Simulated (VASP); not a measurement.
# KTaO3 (P4/mmm) in VASP: a series of runs

KTaO3 is run at these levels: r2SCAN; tasks: single point.

Program: VASP 6.6.1. These are calculated values, not measurements. Logs are shortened: lines on timing, memory, paths and dates and some standing lists are left out, and cuts for length are marked.

## Step 1: The cell of the first run

Symmetry: P4/mmm, No. 123, tetragonal system. Conventional cell: a = 4.043 Å, b = 4.043 Å, c = 3.881 Å, α = 90.00°, β = 90.00°, γ = 90.00°. K (site symmetry 4/mmm) has 12 O at 2.80 to 2.86 Å and 8 Ta at 3.46 Å within 3.7 Å. Within 2.6 Å of Ta (site symmetry 4/mmm) lie 6 O at 1.94 to 2.02 Å. O (site symmetry mmm) has 2 Ta at 2.02 Å within 2.7 Å. O (site symmetry 4/mmm) has 2 Ta at 1.94 Å within 2.6 Å.

## Step 2: Single point, r2SCAN

POSCAR reads:

```
KTaO3
1.0
    4.0429410365      0.0000000000      0.0000000000
    0.0000000000      4.0429410365      0.0000000000
    0.0000000000      0.0000000000      3.8812233950
K Ta O
1 1 3
Direct
    0.5000000000      0.5000000000      0.5000000000
    0.0000000000      0.0000000000      0.0000000000
    0.5000000000      0.0000000000      0.0000000000
    0.0000000000      0.5000000000      0.0000000000
    0.0000000000      0.0000000000      0.5000000000
```

INCAR.step1 reads:

```
SYSTEM = KTaO3
ALGO = Normal
EDIFF = 1E-4
ENCUT = 520
GGA = PE
ISMEAR = 0
LASPH = .True.
LCHARG = .False.
LREAL = .False.
LWAVE = .True.
NBANDS = 27
NELM = 80
PREC = Accurate
SIGMA = 0.05
```

INCAR.step2 reads:

```
SYSTEM = KTaO3
ALGO = Normal
EDIFF = 1E-7
ENCUT = 520
ISIF = 2
ISMEAR = 0
ISTART = 1
LASPH = .True.
LCHARG = .False.
LMIXTAU = .True.
LREAL = .False.
LWAVE = .False.
METAGGA = R2SCAN
NBANDS = 27
NELM = 80
PREC = Accurate
SIGMA = 0.05
```

KPOINTS reads:

```
k-points
0
Gamma
  6 6 6
  0 0 0
```

Potentials or basis: VASP PAW PBE potentials, release 64 (K_sv, Ta_pv, O).

On the command line:

```bash
$ cat potpaw_PBE.64/K_sv/POTCAR potpaw_PBE.64/Ta_pv/POTCAR potpaw_PBE.64/O/POTCAR > POTCAR
$ cp INCAR.step1 INCAR
$ mpirun -np 1 vasp_std > vasp.out
$ cp INCAR.step2 INCAR
$ mpirun -np 1 vasp_std > vasp.out
```

OUTCAR:

```text
SYSTEM = KTaO3
   EDIFF = 1E-7
   ENCUT = 520
   ISIF = 2
   ISMEAR = 0
   ISTART = 1
   LASPH = .True.
   LREAL = .False.
   METAGGA = R2SCAN
   NELM = 80
   PREC = Accurate

 ion  position               nearest neighbor table
   1  0.500  0.500  0.500-   3 2.80   4 2.80   3 2.80   4 2.80   3 2.80   3 2.80   4 2.80   4 2.80
                             5 2.86   5 2.86   5 2.86   5 2.86   2 3.46   2 3.46   2 3.46   2 3.46
   2  0.000  0.000  0.000-   5 1.94   5 1.94   3 2.02   4 2.02   4 2.02   3 2.02   1 3.46   1 3.46
                             1 3.46   1 3.46   1 3.46   1 3.46   1 3.46   1 3.46
   3  0.500  0.000  0.000-   2 2.02   2 2.02   1 2.80   1 2.80   1 2.80   1 2.80
   4  0.000  0.500  0.000-   2 2.02   2 2.02   1 2.80   1 2.80   1 2.80   1 2.80
   5  0.000  0.000  0.500-   2 1.94   2 1.94   1 2.86   1 2.86   1 2.86   1 2.86

  LATTYP: Found a simple tetragonal cell.
 ALAT       =     4.0429410365
 C/A-ratio  =     0.9600000000

  Lattice vectors:

 A1 = (   4.0429410365,   0.0000000000,   0.0000000000)
 A2 = (   0.0000000000,   4.0429410365,   0.0000000000)
 A3 = (   0.0000000000,   0.0000000000,   3.8812233950)

Analysis of symmetry for initial positions (statically):
=====================================================================
 Subroutine PRICEL returns:
 Original cell was already a primitive cell.

 Routine SETGRP: Setting up the symmetry group for a
 simple tetragonal supercell.

 Subroutine GETGRP returns: Found 16 space group operations
 (whereof 16 operations were pure point group operations)
 out of a pool of 16 trial point group operations.

The static configuration has the point symmetry D_4h.

Analysis of symmetry for dynamics (positions and initial velocities):
=====================================================================
 Subroutine PRICEL returns:
 Original cell was already a primitive cell.

 Routine SETGRP: Setting up the symmetry group for a
 simple tetragonal supercell.

 Subroutine GETGRP returns: Found 16 space group operations
 (whereof 16 operations were pure point group operations)
 out of a pool of 16 trial point group operations.

The dynamic configuration has the point symmetry D_4h.

 Subroutine INISYM returns: Found 16 space group operations
 (whereof 16 operations are pure point group operations),
 and found     1 'primitive' translations

----------------------------------------------------------------------------------------

                                     Primitive cell

  volume of cell :      63.4400

  direct lattice vectors                    reciprocal lattice vectors
     4.042941037  0.000000000  0.000000000     0.247344691  0.000000000  0.000000000
     0.000000000  4.042941037  0.000000000     0.000000000  0.247344691  0.000000000
     0.000000000  0.000000000  3.881223395     0.000000000  0.000000000  0.257650719

  length of vectors
     4.042941037  4.042941037  3.881223395     0.247344691  0.247344691  0.257650719

  position of ions in fractional coordinates (direct lattice)
     0.500000000  0.500000000  0.500000000
     0.000000000  0.000000000  0.000000000
     0.500000000  0.000000000  0.000000000
     0.000000000  0.500000000  0.000000000
     0.000000000  0.000000000  0.500000000

  ion indices of the primitive-cell ions
   primitive index   ion index
                 1           1
                 2           2
                 3           3
                 4           4
                 5           5

----------------------------------------------------------------------------------------

 KPOINTS: k-points

Automatic generation of k-mesh.
 Grid dimensions read from file:
 generate k-points for:    6    6    6

 Generating k-lattice:

  Cartesian coordinates                     Fractional coordinates (reciprocal lattice)
     0.041224115  0.000000000  0.000000000     0.166666667  0.000000000  0.000000000
     0.000000000  0.041224115  0.000000000     0.000000000  0.166666667  0.000000000
     0.000000000  0.000000000  0.042941787     0.000000000  0.000000000  0.166666667

  Length of vectors
     0.041224115  0.041224115  0.042941787

  Shift w.r.t. Gamma in fractional coordinates (k-lattice)
     0.000000000  0.000000000  0.000000000

 Subroutine IBZKPT returns following result:
 ===========================================

 Found     40 irreducible k-points:

 Following reciprocal coordinates:
            Coordinates               Weight
  0.000000  0.000000  0.000000      1.000000
  0.166667  0.000000  0.000000      4.000000
  0.333333  0.000000  0.000000      4.000000
  0.500000  0.000000  0.000000      2.000000
  0.166667  0.166667  0.000000      4.000000
  0.333333  0.166667  0.000000      8.000000
[... 16 lines left out ...]
  0.333333  0.000000  0.333333      8.000000
  0.500000  0.000000  0.333333      4.000000
 [... further k-points ...]
   k-points           NKPTS =     40   k-points in BZ     NKDIM =     40   number of bands    NBANDS=     27
   number of dos      NEDOS =    301   number of ions     NIONS =      5
   total plane-waves  NPLWV =  27000
   dimension x,y,z NGX =    30 NGY =   30 NGZ =   30
   dimension x,y,z NGXF=    60 NGYF=   60 NGZF=   60
   ions per type =               1   1   3
   NGX,Y,Z   is equivalent  to a cutoff of  12.34, 12.34, 12.85 a.u.
   NGXF,Y,Z  is equivalent  to a cutoff of  24.67, 24.67, 25.70 a.u.
 SYSTEM =  KTaO3
   PREC   = accura    normal or accurate (medium, high low for compatibility)
   ISTART =      1    job   : 0-new  1-cont  2-samecut
   ICHARG =      0    charge: 1-file 2-atom 10-const
   ISPIN  =      1    spin polarized calculation?
   LNONCOLLINEAR =      F non collinear calculations
   LSORBIT =      F    spin-orbit coupling
   LASPH  =      T    aspherical Exc in radial PAW
   ENCUT  =  520.0 eV  38.22 Ry    6.18 a.u.   7.52  7.52  7.22*2*pi/ulx,y,z
   NELM   =     80;   NELMIN=  2; NELMDL=  0     # of ELM steps
   EDIFF  = 0.1E-06   stopping-criterion for ELM
   LREAL  =      F    real-space projection
   EDIFFG = 0.1E-05   stopping-criterion for IOM
   NSW    =      0    number of steps for IOM
   IBRION =     -1    ionic relax: 0-MD 1-quasi-New 2-CG
   NFREE  =      0    steps in history (QN), initial steepest desc. (CG)
   ISIF   =      2    stress and relaxation
   ISYM   =      2    0-nonsym 1-usesym 2-fastsym
   POTIM  = 0.5000    time-step for ionic-motion
   TEBEG  =    0.0;   TEEND  =   0.0 temperature during run
   PSTRESS=    0.0 pullay stress
   NELECT =      38.0000    total number of electrons
   NUPDOWN=      -1.0000    fix difference up-down
   EMIN   =  10.00;   EMAX   =-10.00  energy-range for DOS
   EFERMI =   0.00;   METHOD = LEGACY
   ISMEAR =     0;   SIGMA  =   0.05  broadening in eV -4-tet -1-fermi 0-gaus
   EFERMI_NEDOS =   21; number of points for ismear=-14 and -15
   IALGO  =     38    algorithm
   IMIX   =      4    mixing-type and parameters
     AMIX     =   0.40;   BMIX     =  1.00
     AMIX_MAG =   1.60;   BMIX_MAG =  1.00
  volume/ion in A,a.u.               =      12.69        85.62
  Fermi-wavevector in a.u.,A,eV,Ry     =   1.380008  2.607837 25.911228  1.904422
  Thomas-Fermi vector in A             =   2.504925
   LORBIT       =      0    0 simple, 1 ext, 2 COOP (PROOUT), +10 PAW based schemes
   METAGGA = R2SCAN    functional components
   LHFCALC =     F    Hartree Fock is set to
   AEXX    =    0.0000 exact exchange contribution
   IVDW    =     0    specifies the selected vdW correction
   LEPSILON=     F    determine dielectric tensor
   LRPA    =     F    only Hartree local field effects (RPA)
 non-spin polarized calculation
 Gauss-broadening in eV      SIGMA  =   0.05
  energy-cutoff  :      520.00
  volume of cell :       63.44
 maximum number of plane-waves:      1732
   NGX = 15   NGY = 15   NGZ = 15

 number of electron      37.9999993 magnetization

 Free energy of the ion-electron system (eV)
  ---------------------------------------------------
  ext. energy  EPLUGINS =         0.00000000
  ---------------------------------------------------
  free energy    TOTEN  =       -87.07318837 eV

  energy without entropy =      -87.07318837  energy(sigma->0) =      -87.07318837

 E-fermi :   1.7550     XC(G=0): -11.5566

 val. band max:        1.4622747347   @ k =   0.5000   0.5000   0.5000
 cond. band min:       3.9729167168   @ k =   0.0000   0.0000   0.0000
 fundamental gap:      2.5106419821
 Fermi energy:         1.7550089483

 k-point     1 :       0.0000    0.0000    0.0000
  band No.  band energies     occupation
      1     -33.9135      2.00000
      2     -33.8385      2.00000
      3     -33.8385      2.00000
      4     -27.0241      2.00000
      5     -17.3050      2.00000
      6     -16.5237      2.00000
[... 19 lines left out ...]
     26       9.9516      0.00000
     27      10.1806      0.00000

 k-point     2 :       0.1667    0.0000    0.0000
  band No.  band energies     occupation
      1     -33.9128      2.00000
      2     -33.8598      2.00000
      3     -33.8377      2.00000
      4     -27.0178      2.00000
      5     -17.2887      2.00000
      6     -16.4580      2.00000
[... 19 lines left out ...]
     26      10.2938      0.00000
     27      10.5521      0.00000

 k-point     3 :       0.3333    0.0000    0.0000
  band No.  band energies     occupation
      1     -33.9113      2.00000
      2     -33.9020      2.00000
      3     -33.8363      2.00000
      4     -27.0052      2.00000
      5     -17.2843      2.00000
      6     -16.4263      2.00000
[... 19 lines left out ...]
     26      11.0579      0.00000
     27      11.8723      0.00000

 k-point     4 :       0.5000    0.0000    0.0000
  band No.  band energies     occupation
      1     -33.9229      2.00000
      2     -33.9106      2.00000
      3     -33.8356      2.00000
      4     -26.9990      2.00000
      5     -17.2902      2.00000
      6     -16.4241      2.00000
[... 19 lines left out ...]
     26      11.4460      0.00000
     27      12.7455      0.00000
[... 516 lines left out ...]
      4     -26.9958      2.00000
      5     -16.7062      2.00000
      6     -16.1291      2.00000
[... 19 lines left out ...]
     26      11.6525      0.00000
     27      12.5491      0.00000

 k-point    23 :       0.3333    0.0000    0.3333
  band No.  band energies     occupation
      1     -34.0183      2.00000
      2     -33.8974      2.00000
      3     -33.8324      2.00000
      4     -26.9884      2.00000
      5     -16.5785      2.00000
      6     -16.0647      2.00000
[... 19 lines left out ...]
     26      12.5339      0.00000
     27      13.0068      0.00000

 k-point    24 :       0.5000    0.0000    0.3333
  band No.  band energies     occupation
      1     -34.0174      2.00000
      2     -33.9180      2.00000
      3     -33.8317      2.00000
      4     -26.9847      2.00000
      5     -16.5486      2.00000
      6     -16.0659      2.00000
[... 19 lines left out ...]
     26      12.5226      0.00000
     27      12.9638      0.00000

 [... further k-points ...]
[... 5 lines left out ...]
  --------------------------------------------------------------------------------------
  -------------------------------------------------------------------------------------
  Total       -1.4655423     -1.4655423      5.1837200      0.0000000      0.0000000      0.0000000
  in kB      -37.0122510    -37.0122510    130.9147738      0.0000000      0.0000000      0.0000000
  external PRESSURE =      18.9634239 kB  Pullay stress =       0.0000000 kB

 VOLUME and BASIS-vectors are now :
 -----------------------------------------------------------------------------
  energy-cutoff  :      520.00
  volume of cell :       63.44
      direct lattice vectors                 reciprocal lattice vectors
     4.042941037  0.000000000  0.000000000     0.247344691  0.000000000  0.000000000
     0.000000000  4.042941037  0.000000000     0.000000000  0.247344691  0.000000000
     0.000000000  0.000000000  3.881223395     0.000000000  0.000000000  0.257650719

 POSITION                                       TOTAL-FORCE (eV/Angst)
 -----------------------------------------------------------------------------------
      2.02147      2.02147      1.94061         0.000000      0.000000      0.000000
      0.00000      0.00000      0.00000         0.000000      0.000000      0.000000
      2.02147      0.00000      0.00000         0.000000      0.000000      0.000000
      0.00000      2.02147      0.00000         0.000000      0.000000      0.000000
      0.00000      0.00000      1.94061         0.000000      0.000000      0.000000
 -----------------------------------------------------------------------------------
    total drift:                                0.000000     -0.000000      0.000000

  FREE ENERGIE OF THE ION-ELECTRON SYSTEM (eV)
  ---------------------------------------------------
  free  energy   TOTEN  =       -87.0731883744 eV

  energy  without entropy=      -87.0731883744  energy(sigma->0) =      -87.07318837
```

It took 5.1 min on 1 thread of Intel Xeon Platinum 8259CL at 2.50GHz (Skylake/Cascade Lake), shared host; peak memory 0.21 GiB.

What came out:

* Free energy: -87.0732 eV
* Pressure: 1.9 GPa
* Band gap on the k mesh: 2.51 eV, indirect (least direct gap 3.17 eV)

Caveat: the PAW data sets were made with another functional, which shifts forces and pressure a little; spin-orbit coupling is left out, which moves the levels of the heavy elements. A k mesh can miss the band edges.

## Step 3: Single point, r2SCAN

This run uses another cell than the first one, of the same volume but with other edges.

Edit POSCAR of step 2 so:

```diff
@@ -2,5 +2,5 @@
 1.0
-    4.0429410365      0.0000000000      0.0000000000
-    0.0000000000      4.0429410365      0.0000000000
-    0.0000000000      0.0000000000      3.8812233950
+    3.9239613299      0.0000000000      0.0000000000
+    0.0000000000      3.9239613299      0.0000000000
+    0.0000000000      0.0000000000      4.1201593964
 K Ta O
```

INCAR.step1 reads:

```
  PREC = Accurate
  ENCUT = 520
  ISMEAR = 0
  SIGMA = 0.05
  LREAL = F
  LASPH = T
  NELM = 100
  NBANDS = 27
  GGA = PE
  ALGO = Normal
  EDIFF = 1E-4
  LWAVE = T
  LCHARG = F
```

INCAR.step2 reads:

```
  PREC = Accurate
  ENCUT = 520
  EDIFF = 1E-7
  ISMEAR = 0
  SIGMA = 0.05
  LREAL = F
  LASPH = T
  NELM = 100
  ALGO = Normal
  ISIF = 2
  LWAVE = F
  LCHARG = F
  METAGGA = R2SCAN
  LMIXTAU = T
  NBANDS = 27
  ISTART = 1
```

KPOINTS reads:

```
regular mesh
0
Gamma
  6 6 6
```

Potentials or basis: VASP PAW PBE potentials, release 64 (K_sv, Ta_pv, O).

On the command line:

```bash
$ cat potpaw_PBE.64/K_sv/POTCAR potpaw_PBE.64/Ta_pv/POTCAR potpaw_PBE.64/O/POTCAR > POTCAR
$ cp INCAR.step1 INCAR
$ mpirun -np 1 vasp_std > vasp.out
$ cp INCAR.step2 INCAR
$ mpirun -np 1 vasp_std > vasp.out
```

Wall time 5.2 min (1 thread of Intel Xeon Platinum 8259CL at 2.50GHz (Skylake/Cascade Lake), shared host); peak memory 0.21 GiB.

The run converged. Its results:

```
Free energy            : -87.0450 eV
Pressure               : 2.2 GPa
Band gap on the k mesh : 2.53 eV, indirect (least direct gap 3.14 eV)
```

Stress tensor (GPa, compression positive):
```
 8.09  0.00  0.00
 0.00  8.09  0.00
 0.00  0.00 -9.72
```

Levels at points of the mesh, in eV from the valence-band top:
```csv
k point,band 17,band 18,band 19,band 20,band 21,band 22
"(0.00, 0.00, 0.00)",-0.70,-0.61,-0.61,2.53,2.53,2.60
"(0.50, 0.00, 0.00)",-1.47,-0.93,-0.81,2.71,5.62,5.62
"(0.50, 0.50, 0.00)",-1.15,-1.15,-0.12,5.66,5.66,7.07
"(0.00, 0.00, 0.50)",-1.68,-0.99,-0.99,2.72,4.98,4.98
"(0.50, 0.00, 0.50)",-1.71,-1.68,-0.07,5.03,5.64,6.63
"(0.50, 0.50, 0.50)",-0.10,0.00,0.00,6.77,6.77,7.19
```

Caveat: the PAW data sets were made with another functional, which shifts forces and pressure a little; spin-orbit coupling is left out, which moves the levels of the heavy elements. A k mesh can miss the band edges.
